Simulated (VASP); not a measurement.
# NaCl (Pm-3m) in VASP: further runs, part 2 of 2

VASP 6.6.1. The steps go on from the part before.

## 4. Relaxation of cell and atoms, PBE+D4

Contents of INCAR:

```
PREC = Accurate
ENCUT = 600
EDIFF = 1E-7
ISMEAR = -1
SIGMA = 0.05
LREAL = False
LASPH = True
NELM = 100
ALGO = Normal
ISIF = 3
LWAVE = False
LCHARG = False
GGA = PE
IVDW = 13
IBRION = 2
NSW = 60
EDIFFG = -0.01
```

Contents of KPOINTS:

```
regular mesh
0
Gamma
  8 8 8
```

Contents of POSCAR:

```
NaCl
1.0
    3.5021900000      0.0000000000      0.0000000000
    0.0000000000      3.5021900000      0.0000000000
    0.0000000000      0.0000000000      3.5021900000
Cl Na
1 1
Direct
    0.5000000000      0.5000000000      0.5000000000
    0.0000000000      0.0000000000      0.0000000000
```

Potentials or basis: VASP PAW PBE potentials, release 64 (Cl, Na_pv).

Command:

```sh
> cat potpaw_PBE.64/Cl/POTCAR potpaw_PBE.64/Na_pv/POTCAR > POTCAR
> mpirun -np 1 vasp_std > vasp.out
```

OUTCAR:

```text
PREC = Accurate
   ENCUT = 600
   EDIFF = 1E-7
   ISMEAR = -1
   LREAL = False
   LASPH = True
   NELM = 100
   ISIF = 3
   GGA = PE
   IVDW = 13
   IBRION = 2
   NSW = 60
   EDIFFG = -0.01

 ion  position               nearest neighbor table
   1  0.500  0.500  0.500-
   2  0.000  0.000  0.000-

  LATTYP: Found a simple cubic cell.
 ALAT       =     3.5021900000

  Lattice vectors:

 A1 = (   3.5021900000,   0.0000000000,   0.0000000000)
 A2 = (   0.0000000000,   3.5021900000,   0.0000000000)
 A3 = (   0.0000000000,   0.0000000000,   3.5021900000)

Analysis of symmetry for initial positions (statically):
=====================================================================
 Subroutine PRICEL returns:
 Original cell was already a primitive cell.

 Routine SETGRP: Setting up the symmetry group for a
 simple cubic supercell.

 Subroutine GETGRP returns: Found 48 space group operations
 (whereof 48 operations were pure point group operations)
 out of a pool of 48 trial point group operations.

The static configuration has the point symmetry O_h .

Analysis of symmetry for dynamics (positions and initial velocities):
=====================================================================
 Subroutine PRICEL returns:
 Original cell was already a primitive cell.

 Routine SETGRP: Setting up the symmetry group for a
 simple cubic supercell.

 Subroutine GETGRP returns: Found 48 space group operations
 (whereof 48 operations were pure point group operations)
 out of a pool of 48 trial point group operations.

The dynamic configuration has the point symmetry O_h .

 Subroutine INISYM returns: Found 48 space group operations
 (whereof 48 operations are pure point group operations),
 and found     1 'primitive' translations

----------------------------------------------------------------------------------------

                                     Primitive cell

  volume of cell :      42.9555

  direct lattice vectors                    reciprocal lattice vectors
     3.502190000  0.000000000  0.000000000     0.285535622  0.000000000  0.000000000
     0.000000000  3.502190000  0.000000000     0.000000000  0.285535622  0.000000000
     0.000000000  0.000000000  3.502190000     0.000000000  0.000000000  0.285535622

  length of vectors
     3.502190000  3.502190000  3.502190000     0.285535622  0.285535622  0.285535622

  position of ions in fractional coordinates (direct lattice)
     0.500000000  0.500000000  0.500000000
     0.000000000  0.000000000  0.000000000

  ion indices of the primitive-cell ions
   primitive index   ion index
                 1           1
                 2           2

----------------------------------------------------------------------------------------

 KPOINTS: regular mesh

Automatic generation of k-mesh.
 Grid dimensions read from file:
 generate k-points for:    8    8    8

 Generating k-lattice:

  Cartesian coordinates                     Fractional coordinates (reciprocal lattice)
     0.035691953  0.000000000  0.000000000     0.125000000  0.000000000  0.000000000
     0.000000000  0.035691953  0.000000000     0.000000000  0.125000000  0.000000000
     0.000000000  0.000000000  0.035691953     0.000000000  0.000000000  0.125000000

  Length of vectors
     0.035691953  0.035691953  0.035691953

  Shift w.r.t. Gamma in fractional coordinates (k-lattice)
     0.000000000  0.000000000  0.000000000

 Subroutine IBZKPT returns following result:
 ===========================================

 Found     35 irreducible k-points:

 Following reciprocal coordinates:
            Coordinates               Weight
  0.000000  0.000000  0.000000      1.000000
  0.125000  0.000000  0.000000      6.000000
  0.250000  0.000000  0.000000      6.000000
  0.375000  0.000000  0.000000      6.000000
  0.500000  0.000000  0.000000      3.000000
  0.125000  0.125000  0.000000     12.000000
[... 16 lines left out ...]
  0.375000  0.375000  0.125000     24.000000
  0.500000  0.375000  0.125000     24.000000
 [... further k-points ...]
   k-points           NKPTS =     35   k-points in BZ     NKDIM =     35   number of bands    NBANDS=     11
   number of dos      NEDOS =    301   number of ions     NIONS =      2
   total plane-waves  NPLWV =  21952
   dimension x,y,z NGX =    28 NGY =   28 NGZ =   28
   dimension x,y,z NGXF=    56 NGYF=   56 NGZF=   56
   ions per type =               1   1
   NGX,Y,Z   is equivalent  to a cutoff of  13.29, 13.29, 13.29 a.u.
   NGXF,Y,Z  is equivalent  to a cutoff of  26.58, 26.58, 26.58 a.u.
 SYSTEM =  unknown system
   PREC   = accura    normal or accurate (medium, high low for compatibility)
   ISTART =      0    job   : 0-new  1-cont  2-samecut
   ICHARG =      2    charge: 1-file 2-atom 10-const
   ISPIN  =      1    spin polarized calculation?
   LNONCOLLINEAR =      F non collinear calculations
   LSORBIT =      F    spin-orbit coupling
   LASPH  =      T    aspherical Exc in radial PAW
   ENCUT  =  600.0 eV  44.10 Ry    6.64 a.u.   6.99  6.99  6.99*2*pi/ulx,y,z
   NELM   =    100;   NELMIN=  2; NELMDL= -5     # of ELM steps
   EDIFF  = 0.1E-06   stopping-criterion for ELM
   LREAL  =      F    real-space projection
   EDIFFG = -.1E-01   stopping-criterion for IOM
   NSW    =     60    number of steps for IOM
   IBRION =      2    ionic relax: 0-MD 1-quasi-New 2-CG
   NFREE  =      1    steps in history (QN), initial steepest desc. (CG)
   ISIF   =      3    stress and relaxation
   ISYM   =      2    0-nonsym 1-usesym 2-fastsym
   POTIM  = 0.5000    time-step for ionic-motion
   TEBEG  =    0.0;   TEEND  =   0.0 temperature during run
   PSTRESS=    0.0 pullay stress
   NELECT =      14.0000    total number of electrons
   NUPDOWN=      -1.0000    fix difference up-down
   EMIN   =  10.00;   EMAX   =-10.00  energy-range for DOS
   EFERMI =   0.00;   METHOD = LEGACY
   ISMEAR =    -1;   SIGMA  =   0.05  broadening in eV -4-tet -1-fermi 0-gaus
   EFERMI_NEDOS =   21; number of points for ismear=-14 and -15
   IALGO  =     38    algorithm
   IMIX   =      4    mixing-type and parameters
     AMIX     =   0.40;   BMIX     =  1.00
     AMIX_MAG =   1.60;   BMIX_MAG =  1.00
  volume/ion in A,a.u.               =      21.48       144.94
  Fermi-wavevector in a.u.,A,eV,Ry     =   1.126621  2.129005 17.269530  1.269275
  Thomas-Fermi vector in A             =   2.263304
   LORBIT       =      0    0 simple, 1 ext, 2 COOP (PROOUT), +10 PAW based schemes
   GGA     = PE    functional components
   LHFCALC =     F    Hartree Fock is set to
   AEXX    =    0.0000 exact exchange contribution
   IVDW    =    13    specifies the selected vdW correction
   LEPSILON=     F    determine dielectric tensor
   LRPA    =     F    only Hartree local field effects (RPA)
 conjugate gradient relaxation of ions
 non-spin polarized calculation
  energy-cutoff  :      600.00
  volume of cell :       42.96
 maximum number of plane-waves:      1472
 NGX is ok and might be reduce to    28
   NGX = 13   NGY = 13   NGZ = 13

--------------------------------------- Ionic step        1  -------------------------------------------

 number of electron      13.9999982 magnetization

 Free energy of the ion-electron system (eV)
  ---------------------------------------------------
  ext. energy  EPLUGINS =         0.00000000
  ---------------------------------------------------
  free energy    TOTEN  =        -6.46892576 eV

  energy without entropy =       -6.46892576  energy(sigma->0) =       -6.46892576

------------------------ aborting loop because EDIFF is reached ----------------------------------------

  DFT-D4 for vdW energy calculation

  Edisp (eV):   -0.20252
[... 71 lines left out ...]
--------------------------------------- Ionic step        3  -------------------------------------------

 number of electron      13.9999992 magnetization

 Free energy of the ion-electron system (eV)
  ---------------------------------------------------
  ext. energy  EPLUGINS =         0.00000000
  ---------------------------------------------------
  free energy    TOTEN  =        -6.46609111 eV

  energy without entropy =       -6.46609111  energy(sigma->0) =       -6.46609111

 E-fermi :   1.6964     XC(G=0):  -8.5401

 val. band max:        0.5985949896   @ k =   0.5000   0.5000   0.0000
 cond. band min:       4.6620665211   @ k =   0.0000   0.0000   0.0000
 fundamental gap:      4.0634715315
 Fermi energy:         1.6963928530

 k-point     1 :       0.0000    0.0000    0.0000
  band No.  band energies     occupation
      1     -21.4506      2.00000
      2     -21.4506      2.00000
      3     -21.4506      2.00000
      4     -12.8643      2.00000
      5       0.0876      2.00000
      6       0.0876      2.00000
      7       0.0876      2.00000
      8       4.6621      0.00000
      9       9.1517      0.00000
     10       9.1517      0.00000
     11      16.5235      0.00000
[... 309 lines left out ...]
 k-point    24 :       0.5000    0.3750    0.1250
  band No.  band energies     occupation
      1     -21.4859      2.00000
      2     -21.4790      2.00000
      3     -21.4489      2.00000
      4     -12.2044      2.00000
      5      -1.8039      2.00000
      6      -1.4426      2.00000
      7       0.2116      2.00000
      8       6.6923      0.00000
      9      10.1093      0.00000
     10      10.4354      0.00000
     11      11.7601      0.00000

 [... further k-points ...]

------------------------ aborting loop because EDIFF is reached ----------------------------------------

  DFT-D4 for vdW energy calculation

  Edisp (eV):   -0.20766
[... 25 lines left out ...]
  FREE ENERGIE OF THE ION-ELECTRON SYSTEM (eV)
  ---------------------------------------------------
  free  energy   TOTEN  =        -6.6737469552 eV

  energy  without entropy=       -6.6737469552  energy(sigma->0) =       -6.67374696

 reached required accuracy - stopping structural energy minimisation
```

CONTCAR:

```text
NaCl
   1.00000000000000
     3.4733708490784383   -0.0000000000000000    0.0000000000000000
     0.0000000000000000    3.4733708490784383    0.0000000000000000
    -0.0000000000000000   -0.0000000000000000    3.4733708490784383
  Cl              Na
     1     1
Direct
     0.5000000000000000    0.5000000000000000    0.5000000000000000
     0.0000000000000000    0.0000000000000000    0.0000000000000000

  0.00000000E+00  0.00000000E+00  0.00000000E+00
  0.00000000E+00  0.00000000E+00  0.00000000E+00
```

It took 60 s on 1 thread of AMD EPYC, shared host; peak memory 0.13 GiB.

Results:

```
Free energy                           : -6.6737 eV
Relaxed volume                        : 20.95 Å³/atom
Relaxed cell                          : a = 3.473 Å, b = 3.473 Å, c = 3.473 Å, α = 90.00°, β = 90.00°, γ = 90.00°
Space group after relaxing (to 0.1 Å) : Pm-3m (No. 221)
Energy gained by relaxing             : 1.1 meV/atom
Ionic steps                           : 3
Pressure after relaxing               : 0.0 GPa
Band gap on the k mesh                : 4.06 eV (least direct gap 4.57 eV)
Dispersion energy per atom            : -0.104 eV
```

Step by step:
```csv
step,energy change (eV),largest force (eV/Å),pressure (GPa),volume (Å³)
1,0.0000,0.0000,-0.67,42.96
2,-0.0017,0.0000,-0.34,42.40
3,-0.0023,0.0000,-0.02,41.90
```

Final structure:
```yaml
crystal:
  lattice:
    - [3.47337, 0.00000, 0.00000]
    - [0.00000, 3.47337, 0.00000]
    - [0.00000, 0.00000, 3.47337]
  atoms:
    - { symbol: Cl, position: [0.50000, 0.50000, 0.50000] }
    - { symbol: Na, position: [0.00000, 0.00000, 0.00000] }
```

Levels at points of the mesh, in eV from the valence-band top:
```
           k point  band 5  band 6  band 7  band 8  band 9  band 10
(0.00, 0.00, 0.00)   -0.51   -0.51   -0.51    4.06    8.55     8.55
(0.50, 0.00, 0.00)   -3.05   -0.27   -0.27    7.00    8.74    10.50
(0.50, 0.50, 0.00)   -2.35   -2.35    0.00    5.54    9.94    11.19
(0.50, 0.50, 0.50)   -1.92   -1.92   -1.92    7.12    7.12     7.12
```

## 5. Single point, PBE

Contents of INCAR:

```
ALGO = Normal
EDIFF = 1E-6
ENCUT = 500
GGA = PE
GGA_COMPAT = False
ISIF = 2
ISMEAR = -1
LASPH = True
LCHARG = False
LREAL = False
LWAVE = False
NBANDS = 14
NELM = 120
PREC = Accurate
SIGMA = 0.03
```

Contents of KPOINTS:

```
k-points
0
Gamma
  3 3 3
```

POSCAR is that of step 4.

Command:

```sh
> cat potpaw_PBE.64/Cl/POTCAR potpaw_PBE.64/Na_pv/POTCAR > POTCAR
> mpirun -np 1 vasp_std > vasp.out
```

It took 6.2 s on 1 thread of Intel Xeon 8259CL, shared host; peak memory 0.14 GiB.

It converged, with:

- Free energy: -6.4188 eV
- Pressure: 0.5 GPa
- Band gap on the k mesh: 4.08 eV (least direct gap 4.45 eV)

Levels at points of the mesh, in eV from the valence-band top:
```tsv
k point	band 5	band 6	band 7	band 8	band 9	band 10
(0.00, 0.00, 0.00)	-0.36	-0.36	-0.36	4.08	8.69	8.69
```

Caveat: the k points lie up to 0.60 Å⁻¹ apart; an odd mesh through Γ misses points on the zone boundary, where band edges can lie.

## 6. Summary

```csv
task,level,cell,k mesh,cutoff (eV),smearing,gap on the mesh (eV),pressure (GPa),relaxed volume (Å³/atom)
single point,PBE,as given,8 × 8 × 8,520,gaussian 0.027 eV,3.98,0.1,-
relaxation of cell and atoms,PBE+D3(BJ),relaxed,8 × 8 × 8,600,fermi-dirac 0.05 eV,4.19,0.0,20.25
relaxation of cell and atoms,PBE+D4,relaxed,8 × 8 × 8,600,fermi-dirac 0.05 eV,4.06,0.0,20.95
single point,PBE,as given,3 × 3 × 3,500,fermi-dirac 0.03 eV,4.08,0.5,-
```

Alike in all rows: potentials or basis VASP PAW PBE potentials, release 64 (Cl, Na_pv); no spin polarisation.

Caveats: some runs use coarse meshes; an odd mesh through Γ misses points on the zone boundary, where band edges can lie (at least some runs).

Total energies depend on the potentials used, so only differences within one code and one set of settings carry meaning.
